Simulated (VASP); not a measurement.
# SiW7 (Im-3m) in VASP: relaxation of cell and atoms with PBE

Aim: the relaxation of cell and atoms of SiW7 with PBE.

All numbers are computed with VASP 6.6.1; they aren't measurements. Logs are shortened: lines on timing, memory, paths and dates and some standing lists are left out, and cuts for length are marked.

## 1. The cell of the first run

It takes space group Im-3m (No. 229, cubic). The conventional cell has a = 6.317 Å, b = 6.317 Å, c = 6.317 Å, α = 90.00°, β = 90.00°, γ = 90.00°. Si (site symmetry m-3m) has 14 W at 2.74 to 3.16 Å within 3.6 Å. Within 3.6 Å of W (site symmetry 4/mmm) lie 12 W at 2.74 to 3.16 Å and 2 Si at 3.16 Å. Within 3.6 Å of W (site symmetry -3m) lie 2 Si at 2.74 Å and 12 W at 2.74 to 3.16 Å.

## 2. Relaxation of cell and atoms, PBE

The input, INCAR:

```
SYSTEM = SiW7
PREC = Accurate ; ENCUT = 600
EDIFF = 1E-6 ; ISMEAR = 0
SIGMA = 0.1 ; LREAL = .FALSE.
LASPH = .TRUE. ; NELM = 100
ALGO = Fast ; ISIF = 3
LWAVE = .FALSE. ; LCHARG = .FALSE.
GGA = PE ; IBRION = 2
NSW = 100 ; EDIFFG = -0.01
```

The input, KPOINTS:

```
Automatic mesh
0
G
  8 8 8
  0 0 0
```

The input, POSCAR:

```
SiW7
1.0
   -3.1585540570      3.1585540570      3.1585540570
    3.1585540570     -3.1585540570      3.1585540570
    3.1585540570      3.1585540570     -3.1585540570
Si W
1 7
Direct
    0.0000000000      0.0000000000      0.0000000000
    0.0000000000      0.5000000000      0.5000000000
    0.5000000000      0.5000000000      0.5000000000
    0.0000000000      0.5000000000      0.0000000000
    0.5000000000      0.0000000000      0.0000000000
    0.5000000000      0.0000000000      0.5000000000
    0.5000000000      0.5000000000      0.0000000000
    0.0000000000      0.0000000000      0.5000000000
```

Potentials or basis: VASP PAW PBE potentials, release 64 (Si, W_sv).

On the command line:

```sh
> cat potpaw_PBE.64/Si/POTCAR potpaw_PBE.64/W_sv/POTCAR > POTCAR
> mpirun -np 1 vasp_std > vasp.out
```

OUTCAR:

```text
SYSTEM = SiW7
   PREC = Accurate
   ENCUT = 600
   EDIFF = 1E-6
   ISMEAR = 0
   LREAL = .FALSE.
   LASPH = .TRUE.
   NELM = 100
   ISIF = 3
   GGA = PE
   IBRION = 2
   NSW = 100
   EDIFFG = -0.01

 ion  position               nearest neighbor table
   1  0.000  0.000  0.000-   3 2.74   4 2.74   5 2.74   8 2.74   8 2.74   4 2.74   5 2.74   3 2.74
                             7 3.16   2 3.16   2 3.16   6 3.16   7 3.16   6 3.16
   2  0.000  0.500  0.500-   3 2.74   4 2.74   5 2.74   8 2.74   4 2.74   8 2.74   3 2.74   5 2.74
                             7 3.16   1 3.16   1 3.16   7 3.16   6 3.16   6 3.16
   3  0.500  0.500  0.500-   1 2.74   2 2.74   6 2.74   7 2.74   7 2.74   6 2.74   2 2.74   1 2.74
                             5 3.16   5 3.16   8 3.16   4 3.16   8 3.16   4 3.16
   4  0.000  0.500  0.000-   1 2.74   2 2.74   6 2.74   7 2.74   2 2.74   1 2.74   7 2.74   6 2.74
                             5 3.16   8 3.16   8 3.16   3 3.16   5 3.16   3 3.16
   5  0.500  0.000  0.000-   1 2.74   2 2.74   6 2.74   7 2.74   6 2.74   7 2.74   1 2.74   2 2.74
                             4 3.16   3 3.16   8 3.16   8 3.16   4 3.16   3 3.16
   6  0.500  0.000  0.500-   3 2.74   4 2.74   5 2.74   8 2.74   5 2.74   3 2.74   8 2.74   4 2.74
                             7 3.16   7 3.16   2 3.16   1 3.16   2 3.16   1 3.16
   7  0.500  0.500  0.000-   3 2.74   4 2.74   5 2.74   8 2.74   3 2.74   5 2.74   4 2.74   8 2.74
                             6 3.16   6 3.16   2 3.16   2 3.16   1 3.16   1 3.16
   8  0.000  0.000  0.500-   1 2.74   2 2.74   6 2.74   7 2.74   1 2.74   2 2.74   6 2.74   7 2.74
                             3 3.16   4 3.16   4 3.16   5 3.16   3 3.16   5 3.16

  LATTYP: Found a body centered cubic cell.
 ALAT       =     6.3171081140

  Lattice vectors:

 A1 = (  -3.1585540570,   3.1585540570,   3.1585540570)
 A2 = (   3.1585540570,  -3.1585540570,   3.1585540570)
 A3 = (   3.1585540570,   3.1585540570,  -3.1585540570)

Analysis of symmetry for initial positions (statically):
=====================================================================
 Subroutine PRICEL returns:
 Original cell was already a primitive cell.

 Routine SETGRP: Setting up the symmetry group for a
 body centered cubic supercell.

 Subroutine GETGRP returns: Found 48 space group operations
 (whereof 48 operations were pure point group operations)
 out of a pool of 48 trial point group operations.

The static configuration has the point symmetry O_h .

Analysis of symmetry for dynamics (positions and initial velocities):
=====================================================================
 Subroutine PRICEL returns:
 Original cell was already a primitive cell.

 Routine SETGRP: Setting up the symmetry group for a
 body centered cubic supercell.

 Subroutine GETGRP returns: Found 48 space group operations
 (whereof 48 operations were pure point group operations)
 out of a pool of 48 trial point group operations.

The dynamic configuration has the point symmetry O_h .

 Subroutine INISYM returns: Found 48 space group operations
 (whereof 48 operations are pure point group operations),
 and found     1 'primitive' translations

----------------------------------------------------------------------------------------

                                     Primitive cell

  volume of cell :     126.0448

  direct lattice vectors                    reciprocal lattice vectors
    -3.158554057  3.158554057  3.158554057     0.000000000  0.158300283  0.158300283
     3.158554057 -3.158554057  3.158554057     0.158300283  0.000000000  0.158300283
     3.158554057  3.158554057 -3.158554057     0.158300283  0.158300283  0.000000000

  length of vectors
     5.470776105  5.470776105  5.470776105     0.223870407  0.223870407  0.223870407

  position of ions in fractional coordinates (direct lattice)
     0.000000000  0.000000000  0.000000000
     0.000000000  0.500000000  0.500000000
     0.500000000  0.500000000  0.500000000
     0.000000000  0.500000000  0.000000000
     0.500000000  0.000000000  0.000000000
     0.500000000  0.000000000  0.500000000
     0.500000000  0.500000000  0.000000000
     0.000000000  0.000000000  0.500000000

  ion indices of the primitive-cell ions
   primitive index   ion index
                 1           1
                 2           2
                 3           3
                 4           4
                 5           5
                 6           6
                 7           7
                 8           8

----------------------------------------------------------------------------------------

 KPOINTS: Automatic mesh

Automatic generation of k-mesh.
 Grid dimensions read from file:
 generate k-points for:    8    8    8

 Generating k-lattice:

  Cartesian coordinates                     Fractional coordinates (reciprocal lattice)
     0.000000000  0.019787535  0.019787535     0.125000000  0.000000000  0.000000000
     0.019787535  0.000000000  0.019787535     0.000000000  0.125000000  0.000000000
     0.019787535  0.019787535  0.000000000     0.000000000  0.000000000  0.125000000

  Length of vectors
     0.027983801  0.027983801  0.027983801

  Shift w.r.t. Gamma in fractional coordinates (k-lattice)
     0.000000000  0.000000000  0.000000000

 Subroutine IBZKPT returns following result:
 ===========================================

 Found     29 irreducible k-points:

 Following reciprocal coordinates:
            Coordinates               Weight
  0.000000  0.000000  0.000000      1.000000
  0.125000  0.000000  0.000000     12.000000
  0.250000  0.000000  0.000000     12.000000
  0.375000  0.000000  0.000000     12.000000
  0.500000  0.000000  0.000000      6.000000
  0.125000  0.125000  0.000000     24.000000
[... 16 lines left out ...]
 -0.250000  0.250000  0.250000      6.000000
 -0.375000  0.375000  0.250000     24.000000
 [... further k-points ...]
   k-points           NKPTS =     29   k-points in BZ     NKDIM =     29   number of bands    NBANDS=     61
   number of dos      NEDOS =    301   number of ions     NIONS =      8
   total plane-waves  NPLWV = 110592
   dimension x,y,z NGX =    48 NGY =   48 NGZ =   48
   dimension x,y,z NGXF=    96 NGYF=   96 NGZF=   96
   ions per type =               1   7
   NGX,Y,Z   is equivalent  to a cutoff of  14.59, 14.59, 14.59 a.u.
   NGXF,Y,Z  is equivalent  to a cutoff of  29.17, 29.17, 29.17 a.u.
 SYSTEM =  SiW7
   PREC   = accura    normal or accurate (medium, high low for compatibility)
   ISTART =      0    job   : 0-new  1-cont  2-samecut
   ICHARG =      2    charge: 1-file 2-atom 10-const
   ISPIN  =      1    spin polarized calculation?
   LNONCOLLINEAR =      F non collinear calculations
   LSORBIT =      F    spin-orbit coupling
   LASPH  =      T    aspherical Exc in radial PAW
   ENCUT  =  600.0 eV  44.10 Ry    6.64 a.u.  10.93 10.93 10.93*2*pi/ulx,y,z
   NELM   =    100;   NELMIN=  2; NELMDL= -5     # of ELM steps
   EDIFF  = 0.1E-05   stopping-criterion for ELM
   LREAL  =      F    real-space projection
   EDIFFG = -.1E-01   stopping-criterion for IOM
   NSW    =    100    number of steps for IOM
   IBRION =      2    ionic relax: 0-MD 1-quasi-New 2-CG
   NFREE  =      1    steps in history (QN), initial steepest desc. (CG)
   ISIF   =      3    stress and relaxation
   ISYM   =      2    0-nonsym 1-usesym 2-fastsym
   POTIM  = 0.5000    time-step for ionic-motion
   TEBEG  =    0.0;   TEEND  =   0.0 temperature during run
   PSTRESS=    0.0 pullay stress
   NELECT =     102.0000    total number of electrons
   NUPDOWN=      -1.0000    fix difference up-down
   EMIN   =  10.00;   EMAX   =-10.00  energy-range for DOS
   EFERMI =   0.00;   METHOD = LEGACY
   ISMEAR =     0;   SIGMA  =   0.10  broadening in eV -4-tet -1-fermi 0-gaus
   EFERMI_NEDOS =   21; number of points for ismear=-14 and -15
   IALGO  =     68    algorithm
   IMIX   =      4    mixing-type and parameters
     AMIX     =   0.40;   BMIX     =  1.00
     AMIX_MAG =   1.60;   BMIX_MAG =  1.00
  volume/ion in A,a.u.               =      15.76       106.32
  Fermi-wavevector in a.u.,A,eV,Ry     =   1.525574  2.882917 31.665868  2.327376
  Thomas-Fermi vector in A             =   2.633726
   LORBIT       =      0    0 simple, 1 ext, 2 COOP (PROOUT), +10 PAW based schemes
   GGA     = PE    functional components
   LHFCALC =     F    Hartree Fock is set to
   AEXX    =    0.0000 exact exchange contribution
   IVDW    =     0    specifies the selected vdW correction
   LEPSILON=     F    determine dielectric tensor
   LRPA    =     F    only Hartree local field effects (RPA)
 conjugate gradient relaxation of ions
 non-spin polarized calculation
 RMM-DIIS sequential band-by-band and
 Gauss-broadening in eV      SIGMA  =   0.10
  energy-cutoff  :      600.00
  volume of cell :      126.04
 maximum number of plane-waves:      4252
 NGX is ok and might be reduce to    48
   NGX = 21   NGY = 21   NGZ = 21

--------------------------------------- Ionic step        1  -------------------------------------------

 number of electron     102.0000008 magnetization

 Free energy of the ion-electron system (eV)
  ---------------------------------------------------
  ext. energy  EPLUGINS =         0.00000000
  ---------------------------------------------------
  free energy    TOTEN  =       -95.11704557 eV

  energy without entropy =      -95.08557016  energy(sigma->0) =      -95.10130786

------------------------ aborting loop because EDIFF is reached ----------------------------------------

  FORCE on cell =-STRESS in cart. coord.  units (eV):
  Direction    XX          YY          ZZ          XY          YZ          ZX
  --------------------------------------------------------------------------------------
  -------------------------------------------------------------------------------------
  Total       -0.2985745     -0.2985745     -0.2985745      0.0000000      0.0000000      0.0000000
  in kB       -3.7952326     -3.7952326     -3.7952326      0.0000000      0.0000000      0.0000000
  external PRESSURE =      -3.7952326 kB  Pullay stress =       0.0000000 kB
[... 69 lines left out ...]
  energy  without entropy=      -95.0843434387  energy(sigma->0) =      -95.09987049

--------------------------------------- Ionic step        3  -------------------------------------------

 number of electron     102.0000008 magnetization

 Free energy of the ion-electron system (eV)
  ---------------------------------------------------
  ext. energy  EPLUGINS =         0.00000000
  ---------------------------------------------------
  free energy    TOTEN  =       -95.11725029 eV

  energy without entropy =      -95.08588165  energy(sigma->0) =      -95.10156597

 E-fermi :  11.1434     XC(G=0): -13.3344

 val. band max:       11.1425590716   @ k =   0.5000   0.5000   0.2500
 cond. band min:      11.1714464521   @ k =   0.1250   0.0000   0.0000
 fundamental gap:      0.0288873805
 Fermi energy:        11.1433812902

 k-point     1 :       0.0000    0.0000    0.0000
  band No.  band energies     occupation
      1     -62.9654      2.00000
      2     -62.9120      2.00000
      3     -62.9120      2.00000
      4     -62.6762      2.00000
      5     -62.6762      2.00000
      6     -62.6762      2.00000
[... 1525 lines left out ...]
     60      13.6912      0.00000
     61      14.2688      0.00000

 [... further k-points ...]
[... 5 lines left out ...]
  --------------------------------------------------------------------------------------
  -------------------------------------------------------------------------------------
  Total        0.0006294      0.0006294      0.0006294      0.0000000     -0.0000000      0.0000000
  in kB        0.0080109      0.0080109      0.0080109      0.0000000     -0.0000000      0.0000000
  external PRESSURE =       0.0080109 kB  Pullay stress =       0.0000000 kB
[... 23 lines left out ...]
  FREE ENERGIE OF THE ION-ELECTRON SYSTEM (eV)
  ---------------------------------------------------
  free  energy   TOTEN  =       -95.1172502861 eV

  energy  without entropy=      -95.0858816478  energy(sigma->0) =      -95.10156597

 reached required accuracy - stopping structural energy minimisation
```

It took 11 min on 1 thread of Intel Xeon Platinum 8259CL at 2.50GHz (Skylake/Cascade Lake), shared host; peak memory 0.44 GiB.

Results:

| Item | Value |
| --- | --- |
| Free energy | -95.1173 eV |
| Relaxed volume | 15.73 Å³/atom |
| Relaxed cell | a = 5.468 Å, b = 5.468 Å, c = 5.468 Å, α = 109.47°, β = 109.47°, γ = 109.47° |
| Space group after relaxing (to 0.1 Å) | Im-3m (No. 229) |
| Energy gained by relaxing | 0.0 meV/atom |
| Ionic steps | 3 |
| Pressure after relaxing | 0.0 GPa |
| Band gap on the k mesh | zero (bands 51 and 52 overlap by 2.02 eV) |

The path:
```tsv
step	energy change (eV)	largest force (eV/Å)	pressure (GPa)	volume (Å³)
1	0.0000	0.0000	-0.38	126.04
2	0.0016	0.0000	1.18	125.37
3	-0.0002	0.0000	0.00	125.87
```

Final structure:
```cif
data_structure
_symmetry_space_group_name_H-M 'P 1'
_symmetry_Int_Tables_number 1
_cell_length_a 5.4683
_cell_length_b 5.4683
_cell_length_c 5.4683
_cell_angle_alpha 109.471
_cell_angle_beta 109.471
_cell_angle_gamma 109.471
_cell_volume 125.87
loop_
_atom_site_label
_atom_site_type_symbol
_atom_site_fract_x
_atom_site_fract_y
_atom_site_fract_z
_atom_site_occupancy
Si1 Si 0.00000 0.00000 0.00000 1
W1 W 0.00000 0.50000 0.50000 1
W2 W 0.50000 0.50000 0.50000 1
W3 W 0.00000 0.50000 0.00000 1
W4 W 0.50000 0.00000 0.00000 1
W5 W 0.50000 0.00000 0.50000 1
W6 W 0.50000 0.50000 0.00000 1
W7 W 0.00000 0.00000 0.50000 1
```

Caveat: spin-orbit coupling is left out, which moves the levels of the heavy elements.
